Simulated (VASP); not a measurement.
# TePb (zincblende type) (F-43m) in VASP: further runs, part 2 of 2

VASP 6.6.1.

## (4) Relaxation of cell and atoms, PBE, target pressure 3.3 GPa, at which the enthalpy is minimised

This run uses another cell than the first one, of 38.55 Å³/atom.

File INCAR:

```
SYSTEM = TePb
PREC = Accurate
ENCUT = 600
EDIFF = 1E-6
ISMEAR = -1
SIGMA = 0.08
LREAL = .False.
LASPH = .True.
NELM = 100
ALGO = Normal
ISIF = 3
LWAVE = .False.
LCHARG = .False.
GGA = PE
IBRION = 2
NSW = 60
EDIFFG = -0.005
PSTRESS = 33.0
```

File KPOINTS:

```
regular mesh
0
Gamma
  11 11 11
  0 0 0
```

File POSCAR:

```
TePb
1.0
    0.0000000000      3.3780757514      3.3780757514
    3.3780757514      0.0000000000      3.3780757514
    3.3780757514      3.3780757514      0.0000000000
Pb Te
1 1
Direct
    0.0000000000      0.0000000000      0.0000000000
    0.2500000000      0.2500000000      0.2500000000
```

The run is started by

```console
> cat potpaw_PBE.64/Pb_d/POTCAR potpaw_PBE.64/Te/POTCAR > POTCAR
> mpirun -np 1 vasp_std > vasp.out
```

Wall time 83 s (1 thread of Intel Xeon 6975P-C (Granite Rapids), shared host); peak memory 0.29 GiB.

Results (log left out):

* Free energy: -7.0502 eV
* Relaxed volume: 44.28 Å³/atom
* Relaxed cell: a = 5.003 Å, b = 5.003 Å, c = 5.003 Å, α = 60.00°, β = 60.00°, γ = 60.00°
* Space group after relaxing (to 0.1 Å): F-43m (No. 216)
* Energy change on relaxing (the run minimises the enthalpy): -225.3 meV/atom
* Ionic steps: 3
* Pressure after relaxing: 3.3 GPa
* Band gap on the k mesh: 0.46 eV (least direct gap 1.12 eV)

The path:
```tsv
step	energy change (eV)	largest force (eV/Å)	pressure (GPa)	volume (Å³)
1	0.0000	0.0000	9.99	77.10
2	-0.5406	0.0000	0.57	96.47
3	-0.4507	0.0000	3.29	88.56
```

Final structure:
```
CELL_PARAMETERS angstrom
0.00000 3.53781 3.53781
3.53781 0.00000 3.53781
3.53781 3.53781 0.00000
ATOMIC_POSITIONS crystal
Pb 0.00000 0.00000 0.00000
Te 0.25000 0.25000 0.25000
```

Levels at points of the mesh, in eV from the valence-band top:
| k point | band 7 | band 8 | band 9 | band 10 | band 11 | band 12 | band 13 | band 14 |
| --- | --- | --- | --- | --- | --- | --- | --- | --- |
| (0.00, 0.00, 0.00) | -5.96 | -1.63 | -1.63 | -1.63 | 1.47 | 1.47 | 1.47 | 4.08 |

Caveat: the cell is relaxed towards a set pressure, so the run minimises the enthalpy, not the energy; spin-orbit coupling is left out, which moves the levels of the heavy elements; an odd mesh through Γ misses points on the zone boundary, where band edges can lie.

## (5) Relaxation of cell and atoms, PBE, target pressure 3.3 GPa, at which the enthalpy is minimised

File INCAR:

```
PREC = Accurate ; ENCUT = 600
EDIFF = 1E-6 ; ISMEAR = -1
SIGMA = 0.08 ; LREAL = F
LASPH = T ; NELM = 100
ALGO = Normal ; ISIF = 3
LWAVE = F ; LCHARG = F
GGA = PE ; IBRION = 2
NSW = 32 ; EDIFFG = -0.005
PSTRESS = 33.0
```

File KPOINTS:

```
regular mesh
0
Gamma
  11 11 11
```

File POSCAR:

```
TePb
1.0
    0.0000000000      3.5391709183      3.5391709183
    3.5391709183      0.0000000000      3.5391709183
    3.5391709183      3.5391709183      0.0000000000
Pb Te
1 1
Direct
    0.0000000000      0.0000000000      0.0000000000
    0.2500000000      0.2500000000      0.2500000000
```

Potentials or basis: VASP PAW PBE potentials, release 64 (Pb_d, Te).

The run is started by

```console
> cat potpaw_PBE.64/Pb_d/POTCAR potpaw_PBE.64/Te/POTCAR > POTCAR
> mpirun -np 1 vasp_std > vasp.out
```

OUTCAR:

```text
PREC = Accurate
   ENCUT = 600
   EDIFF = 1E-6
   ISMEAR = -1
   LREAL = F
   LASPH = T
   NELM = 100
   ISIF = 3
   GGA = PE
   IBRION = 2
   NSW = 32
   EDIFFG = -0.005
   PSTRESS = 33.0

 ion  position               nearest neighbor table
   1  0.000  0.000  0.000-   2 3.07   2 3.07   2 3.07   2 3.07
   2  0.250  0.250  0.250-   1 3.07   1 3.07   1 3.07   1 3.07

  LATTYP: Found a face centered cubic cell.
 ALAT       =     7.0783418366

  Lattice vectors:

 A1 = (   0.0000000000,   3.5391709183,   3.5391709183)
 A2 = (   3.5391709183,   0.0000000000,   3.5391709183)
 A3 = (   3.5391709183,   3.5391709183,   0.0000000000)

Analysis of symmetry for initial positions (statically):
=====================================================================
 Subroutine PRICEL returns:
 Original cell was already a primitive cell.

 Routine SETGRP: Setting up the symmetry group for a
 face centered cubic supercell.

 Subroutine GETGRP returns: Found 24 space group operations
 (whereof 24 operations were pure point group operations)
 out of a pool of 48 trial point group operations.

The static configuration has the point symmetry T_d .

Analysis of symmetry for dynamics (positions and initial velocities):
=====================================================================
 Subroutine PRICEL returns:
 Original cell was already a primitive cell.

 Routine SETGRP: Setting up the symmetry group for a
 face centered cubic supercell.
[... 268 lines left out ...]

 Free energy of the ion-electron system (eV)
  ---------------------------------------------------
  ext. energy  EPLUGINS =         0.00000000
  ---------------------------------------------------
  free energy    TOTEN  =        -7.05227186 eV

  energy without entropy =       -7.05068308  energy(sigma->0) =       -7.05147747

 E-fermi :   3.8313     XC(G=0):  -7.8011

 val. band max:        3.5582993645   @ k =  -0.2727   0.4545   0.1818
 cond. band min:       4.0215982470   @ k =   0.4545   0.4545   0.0000
 fundamental gap:      0.4632988826
 Fermi energy:         3.8313055501

 k-point     1 :       0.0000    0.0000    0.0000
  band No.  band energies     occupation
      1     -13.4218      2.00000
      2     -13.4218      2.00000
      3     -13.4218      2.00000
      4     -13.3855      2.00000
      5     -13.3855      2.00000
      6      -8.3130      2.00000
      7      -2.4041      2.00000
      8       1.9251      2.00000
      9       1.9251      2.00000
     10       1.9251      2.00000
     11       5.0246      0.00000
     12       5.0246      0.00000
     13       5.0246      0.00000
     14       7.6341      0.00000
[... 377 lines left out ...]
      1     -13.4327      2.00000
      2     -13.4173      2.00000
      3     -13.4159      2.00000
      4     -13.3860      2.00000
      5     -13.3846      2.00000
      6      -7.8266      2.00000
      7      -3.7165      2.00000
      8       0.7935      2.00000
      9       1.5681      2.00000
     10       2.4032      2.00000
     11       5.4184      0.00000
     12       5.6302      0.00000
     13       6.2688      0.00000
     14       9.4131      0.00000

 [... further k-points ...]

------------------------ aborting loop because EDIFF is reached ----------------------------------------

  FORCE on cell =-STRESS in cart. coord.  units (eV):
  Direction    XX          YY          ZZ          XY          YZ          ZX
  --------------------------------------------------------------------------------------
  -------------------------------------------------------------------------------------
  Total        1.8237520      1.8237520      1.8237520      0.0000000      0.0000000      0.0000000
  in kB       32.9817533     32.9817533     32.9817533      0.0000000      0.0000000      0.0000000
  external PRESSURE =      -0.0182467 kB  Pullay stress =      33.0000000 kB
[... 21 lines left out ...]
  energy  without entropy=       -7.0506830828  energy(sigma->0) =       -7.05147747

  enthalpy is  TOTEN    =        -5.2275108861 eV   P V=        1.8247609726

 reached required accuracy - stopping structural energy minimisation
```

CONTCAR:

```text
TePb
   1.00000000000000
     0.0000000000000000    3.5382692398939430    3.5382692398939430
     3.5382692398939430    0.0000000000000000    3.5382692398939430
     3.5382692398939430    3.5382692398939430   -0.0000000000000000
  Pb              Te
     1     1
Direct
     0.0000000000000000    0.0000000000000000    0.0000000000000000
     0.2500000000000000    0.2500000000000000    0.2500000000000000

  0.00000000E+00  0.00000000E+00  0.00000000E+00
  0.00000000E+00  0.00000000E+00  0.00000000E+00
```

It took 74 s on 1 thread of Intel Xeon 6975P-C (Granite Rapids), shared host; peak memory 0.3 GiB.

Results:

```
Free energy                                                : -7.0523 eV
Relaxed volume                                             : 44.30 Å³/atom
Relaxed cell                                               : a = 5.004 Å, b = 5.004 Å, c = 5.004 Å, α = 60.00°, β = 60.00°, γ = 60.00°
Space group after relaxing (to 0.1 Å)                      : F-43m (No. 216)
Energy change on relaxing (the run minimises the enthalpy) : +0.7 meV/atom
Ionic steps                                                : 4
Pressure after relaxing                                    : 3.3 GPa
Band gap on the k mesh                                     : 0.46 eV (least direct gap 1.12 eV)
```

The path:
| step | energy change (eV) | largest force (eV/Å) | pressure (GPa) | volume (Å³) |
| --- | --- | --- | --- | --- |
| 1 | 0.0000 | 0.0000 | 3.25 | 88.66 |
| 2 | 0.0035 | 0.0000 | 3.33 | 88.49 |
| 3 | 0.0020 | 0.0000 | 3.32 | 88.56 |
| 4 | 0.0014 | 0.0000 | 3.30 | 88.59 |

Final structure:
```cif
data_structure
_symmetry_space_group_name_H-M 'P 1'
_symmetry_Int_Tables_number 1
_cell_length_a 5.0039
_cell_length_b 5.0039
_cell_length_c 5.0039
_cell_angle_alpha 60.000
_cell_angle_beta 60.000
_cell_angle_gamma 60.000
_cell_volume 88.59
loop_
_atom_site_label
_atom_site_type_symbol
_atom_site_fract_x
_atom_site_fract_y
_atom_site_fract_z
_atom_site_occupancy
Pb1 Pb 0.00000 0.00000 0.00000 1
Te1 Te 0.25000 0.25000 0.25000 1
```

Caveat: the cell is relaxed towards a set pressure, so the run minimises the enthalpy, not the energy; spin-orbit coupling is left out, which moves the levels of the heavy elements; an odd mesh through Γ misses points on the zone boundary, where band edges can lie.

## (6) The runs side by side

| task | cell | cutoff (eV) | gap on the mesh (eV) | pressure (GPa) |
| --- | --- | --- | --- | --- |
| single point | a = 5.005 Å, angles 60.0°, 2 atoms | 520 | 0.47 | 3.2 |
| relaxation of cell and atoms | relaxed to 3.3 GPa from a = 4.777 Å, angles 60.0°, 2 atoms | 600 | 0.46 | 3.3 |
| relaxation of cell and atoms | relaxed to 3.3 GPa from a = 5.005 Å, angles 60.0°, 2 atoms | 600 | 0.46 | 3.3 |

Alike in all rows: level PBE; potentials or basis VASP PAW PBE potentials, release 64 (Pb_d, Te); no spin polarisation; k mesh 11 × 11 × 11; smearing fermi-dirac 0.08 eV.

Caveats: spin-orbit coupling is left out, which moves the levels of the heavy elements; an odd mesh through Γ misses points on the zone boundary, where band edges can lie; the cell is relaxed towards a set pressure, so the run minimises the enthalpy, not the energy (at least some runs); the cell stands under pressure (at least some runs).

Absolute energies hang on the potentials; compare differences alone.
